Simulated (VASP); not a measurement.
# GaN (I-4m2) in VASP: notebook, part 2 of 2

VASP 6.6.1.

**3. Single point, r2SCAN (strain +0.0300 x Voigt [0, 0, 1, 0, 0, 0])**

File POSCAR:

```
GaN
1.0
    0.0000000000      2.2489367673      2.3164048703
    2.2489367673      0.0000000000      2.3164048703
    2.2489367673      2.2489367673      0.0000000000
Ga N
1 1
Direct
    0.0000000000      0.0000000000      0.0000000000
    0.7500000000      0.7500000000      0.7500000000
```

File INCAR.step1:

```
SYSTEM = GaN
PREC     = Accurate       ! precision mode
ENCUT    = 910            ! plane-wave cutoff, eV
ISMEAR   = 0              ! smearing method
SIGMA    = 0.05           ! smearing width, eV
LREAL    = .FALSE.        ! projectors in reciprocal space
LASPH    = .TRUE.         ! aspherical terms in the spheres
NELM     = 120            ! most SCF steps
NBANDS   = 16             ! bands
GGA      = PE             ! functional
ALGO     = Normal         ! electronic algorithm
EDIFF    = 1E-5           ! SCF threshold, eV
LWAVE    = .TRUE.         ! write WAVECAR
LCHARG   = .FALSE.        ! write CHGCAR
GGA_COMPAT= .FALSE.
```

File INCAR.step2:

```
SYSTEM = GaN
PREC     = Accurate       ! precision mode
ENCUT    = 910            ! plane-wave cutoff, eV
EDIFF    = 1E-6           ! SCF threshold, eV
ISMEAR   = 0              ! smearing method
SIGMA    = 0.05           ! smearing width, eV
LREAL    = .FALSE.        ! projectors in reciprocal space
LASPH    = .TRUE.         ! aspherical terms in the spheres
NELM     = 120            ! most SCF steps
ALGO     = Normal         ! electronic algorithm
ISIF     = 2              ! what is computed and relaxed
LWAVE    = .FALSE.        ! write WAVECAR
LCHARG   = .FALSE.        ! write CHGCAR
METAGGA  = R2SCAN         ! meta-GGA
LMIXTAU  = .TRUE.       
NBANDS   = 16             ! bands
ISTART   = 1            
GGA_COMPAT= .FALSE.
```

File KPOINTS:

```
regular mesh
0
G
  10 10 10
  0 0 0
```

Potentials or basis: VASP PAW PBE potentials, release 64 (Ga_d, N_h).

On the command line:

```console
> cat potpaw_PBE.64/Ga_d/POTCAR potpaw_PBE.64/N_h/POTCAR > POTCAR
> cp INCAR.step1 INCAR
> mpirun -np 1 vasp_std > vasp.out
> cp INCAR.step2 INCAR
> mpirun -np 1 vasp_std > vasp.out
```

OUTCAR:

```text
SYSTEM = GaN
   PREC = Accurate
   ENCUT = 910
   EDIFF = 1E-6
   ISMEAR = 0
   LREAL = .FALSE.
   LASPH = .TRUE.
   NELM = 120
   ISIF = 2
   METAGGA = R2SCAN
   ISTART = 1

 ion  position               nearest neighbor table
   1  0.000  0.000  0.000-   2 1.97   2 1.97   2 1.97   2 1.97
   2  0.750  0.750  0.750-   1 1.97   1 1.97   1 1.97   1 1.97

  LATTYP: Found a body centered tetragonal cell.
 ALAT       =     3.1804768772
 C/A-ratio  =     1.4566399692

  Lattice vectors:

[... 644 lines left out ...]

  FORCE on cell =-STRESS in cart. coord.  units (eV):
  Direction    XX          YY          ZZ          XY          YZ          ZX
  --------------------------------------------------------------------------------------
  -------------------------------------------------------------------------------------
  Total       -0.4744562     -0.4744562     -1.0871597      0.0000000      0.0000000      0.0000000
  in kB      -32.4420105    -32.4420105    -74.3369894      0.0000000      0.0000000      0.0000000
  external PRESSURE =     -46.4070035 kB  Pullay stress =       0.0000000 kB

 VOLUME and BASIS-vectors are now :
 -----------------------------------------------------------------------------
  energy-cutoff  :      910.00
  volume of cell :       23.43
      direct lattice vectors                 reciprocal lattice vectors
     0.000000000  2.248936767  2.316404870    -0.222327283  0.222327283  0.215851731
     2.248936767  0.000000000  2.316404870     0.222327283 -0.222327283  0.215851731
     2.248936767  2.248936767  0.000000000     0.222327283  0.222327283 -0.215851731

 POSITION                                       TOTAL-FORCE (eV/Angst)
 -----------------------------------------------------------------------------------
      0.00000      0.00000      0.00000         0.000000      0.000000      0.000000
      3.37341      3.37341      3.47461        -0.000000     -0.000000     -0.000000
 -----------------------------------------------------------------------------------
    total drift:                                0.000000      0.000000      0.000000

  FREE ENERGIE OF THE ION-ELECTRON SYSTEM (eV)
  ---------------------------------------------------
  free  energy   TOTEN  =       -21.8830185919 eV

  energy  without entropy=      -21.8830185919  energy(sigma->0) =      -21.88301859
```

OSZICAR.step1:

```text
N       E                     dE             d eps       ncg     rms          rms(c)
DAV:   1     0.112958075029E+03    0.11296E+03   -0.12483E+04  3648   0.274E+03
DAV:   2    -0.244724802500E+01   -0.11541E+03   -0.10556E+03  3744   0.426E+02
DAV:   3    -0.138965659650E+02   -0.11449E+02   -0.11305E+02  3624   0.944E+01
DAV:   4    -0.141092793040E+02   -0.21271E+00   -0.21252E+00  4200   0.134E+01
DAV:   5    -0.141118945033E+02   -0.26152E-02   -0.26152E-02  3768   0.141E+00    0.759E+00
DAV:   6    -0.121620175377E+02    0.19499E+01   -0.50021E+00  4896   0.388E+01    0.212E+00
DAV:   7    -0.121626858649E+02   -0.66833E-03   -0.27085E-01  3520   0.626E+00    0.134E+00
DAV:   8    -0.121586588561E+02    0.40270E-02   -0.57917E-02  3744   0.314E+00    0.403E-01
DAV:   9    -0.121557992109E+02    0.28596E-02   -0.94000E-03  4888   0.226E+00    0.805E-02
DAV:  10    -0.121560505369E+02   -0.25133E-03   -0.92601E-04  3952   0.429E-01    0.337E-02
DAV:  11    -0.121560238360E+02    0.26701E-04   -0.13973E-04  4976   0.196E-01    0.810E-03
DAV:  12    -0.121560249569E+02   -0.11208E-05   -0.16131E-05  3360   0.602E-02
   1 F= -.12156025E+02 E0= -.12156025E+02  d E =-.356911E-17
```

It took 6.3 min on 1 thread of AMD EPYC 7R43 (Zen 3), shared host; peak memory 0.21 GiB.

What came out:

```yaml
Free_energy: -21.8830 eV
Pressure: -4.6 GPa
Band_gap_on_the_k_mesh: 1.91 eV
```

Stress tensor (GPa, compression positive):
```
-3.24  0.00  0.00
 0.00 -3.24  0.00
 0.00  0.00 -7.43
```

Caveat: the cell differs from its parent crystal (strain +0.0300 x Voigt [0, 0, 1, 0, 0, 0]); the cutoff is under 1.25 times the usual one of these potentials, so pressure, stress and relaxed cells hold a basis-set (Pulay) error; the cell stands under tension; the PAW data sets were made with another functional, which shifts forces and pressure a little.

**4. Single point, r2SCAN (strain +0.0450 x Voigt [0, 0, 1, 0, 0, 0])**

File POSCAR:

```
GaN
1.0
    0.0000000000      2.2489367673      2.3501389218
    2.2489367673      0.0000000000      2.3501389218
    2.2489367673      2.2489367673      0.0000000000
Ga N
1 1
Direct
    0.0000000000      0.0000000000      0.0000000000
    0.7500000000      0.7500000000      0.7500000000
```

File INCAR.step1:

```
PREC = Accurate
ENCUT = 910
ISMEAR = 0
SIGMA = 0.05
LREAL = F
LASPH = T
NELM = 120
NBANDS = 16
GGA = PE
ALGO = Normal
EDIFF = 1E-5
LWAVE = T
LCHARG = F
GGA_COMPAT = F
```

File INCAR.step2:

```
PREC = Accurate
ENCUT = 910
EDIFF = 1E-6
ISMEAR = 0
SIGMA = 0.05
LREAL = F
LASPH = T
NELM = 120
ALGO = Normal
ISIF = 2
LWAVE = F
LCHARG = F
METAGGA = R2SCAN
LMIXTAU = T
NBANDS = 16
ISTART = 1
GGA_COMPAT = F
```

File KPOINTS:

```
regular mesh
0
Gamma
  10 10 10
```

Potentials or basis: VASP PAW PBE potentials, release 64 (Ga_d, N_h).

On the command line:

```console
> cat potpaw_PBE.64/Ga_d/POTCAR potpaw_PBE.64/N_h/POTCAR > POTCAR
> cp INCAR.step1 INCAR
> mpirun -np 1 vasp_std > vasp.out
> cp INCAR.step2 INCAR
> mpirun -np 1 vasp_std > vasp.out
```

OUTCAR:

```text
PREC = Accurate
   ENCUT = 910
   EDIFF = 1E-6
   ISMEAR = 0
   LREAL = F
   LASPH = T
   NELM = 120
   ISIF = 2
   METAGGA = R2SCAN
   ISTART = 1

 ion  position               nearest neighbor table
   1  0.000  0.000  0.000-   2 1.98   2 1.98   2 1.98   2 1.98
   2  0.750  0.750  0.750-   1 1.98   1 1.98   1 1.98   1 1.98

  LATTYP: Found a body centered tetragonal cell.
 ALAT       =     3.1804768772
 C/A-ratio  =     1.4778531727

  Lattice vectors:

[... 640 lines left out ...]

 [... further k-points ...]

------------------------ aborting loop because EDIFF is reached ----------------------------------------

  FORCE on cell =-STRESS in cart. coord.  units (eV):
  Direction    XX          YY          ZZ          XY          YZ          ZX
  --------------------------------------------------------------------------------------
  -------------------------------------------------------------------------------------
  Total       -0.7458649     -0.7458649     -1.6991007      0.0000000      0.0000000      0.0000000
  in kB      -50.2681318    -50.2681318   -114.5121795      0.0000000      0.0000000      0.0000000
  external PRESSURE =     -71.6828143 kB  Pullay stress =       0.0000000 kB

 VOLUME and BASIS-vectors are now :
 -----------------------------------------------------------------------------
  energy-cutoff  :      910.00
  volume of cell :       23.77
      direct lattice vectors                 reciprocal lattice vectors
     0.000000000  2.248936767  2.350138922    -0.222327283  0.222327283  0.212753380
     2.248936767  0.000000000  2.350138922     0.222327283 -0.222327283  0.212753380
     2.248936767  2.248936767  0.000000000     0.222327283  0.222327283 -0.212753380

 POSITION                                       TOTAL-FORCE (eV/Angst)
 -----------------------------------------------------------------------------------
      0.00000      0.00000      0.00000        -0.000000     -0.000000      0.000000
      3.37341      3.37341      3.52521         0.000000      0.000000     -0.000000
 -----------------------------------------------------------------------------------
    total drift:                                0.000001      0.000001     -0.000000

  FREE ENERGIE OF THE ION-ELECTRON SYSTEM (eV)
  ---------------------------------------------------
  free  energy   TOTEN  =       -21.8632274021 eV

  energy  without entropy=      -21.8632274021  energy(sigma->0) =      -21.86322740
```

Wall time 5.7 min (1 thread of AMD EPYC 7R43 (Zen 3), shared host); peak memory 0.22 GiB.

Results:

```yaml
Free_energy: -21.8632 eV
Pressure: -7.2 GPa
Band_gap_on_the_k_mesh: 1.78 eV
```

Caveat: the cell differs from its parent crystal (strain +0.0450 x Voigt [0, 0, 1, 0, 0, 0]); the cutoff is under 1.25 times the usual one of these potentials, so pressure, stress and relaxed cells hold a basis-set (Pulay) error; the cell stands under tension; the PAW data sets were made with another functional, which shifts forces and pressure a little.

**5. Overview**

| cell | gap on the mesh (eV) | pressure (GPa) |
| --- | --- | --- |
| a = 3.133, b = 3.133, c = 3.180 Å, angles 59.5, 59.5, 61.0°, 2 atoms | 2.27 | 7.4 |
| a = 3.229, b = 3.229, c = 3.180 Å, angles 60.5, 60.5, 59.0°, 2 atoms | 1.91 | -4.6 |
| a = 3.253, b = 3.253, c = 3.180 Å, angles 60.7, 60.7, 58.5°, 2 atoms | 1.78 | -7.2 |

Alike in all rows: task single point; level r2SCAN; potentials or basis VASP PAW PBE potentials, release 64 (Ga_d, N_h); no spin polarisation; k mesh 10 × 10 × 10; cutoff (eV) 910; smearing gaussian 0.05 eV.

Caveats: the cutoff is under 1.25 times the usual one of these potentials, so pressure, stress and relaxed cells hold a basis-set (Pulay) error; the PAW data sets were made with another functional, which shifts forces and pressure a little; the cell stands under tension (at least some runs); the cell stands under pressure (at least some runs).

Total energies depend on the potentials used, so only differences within one code and one set of settings carry meaning.
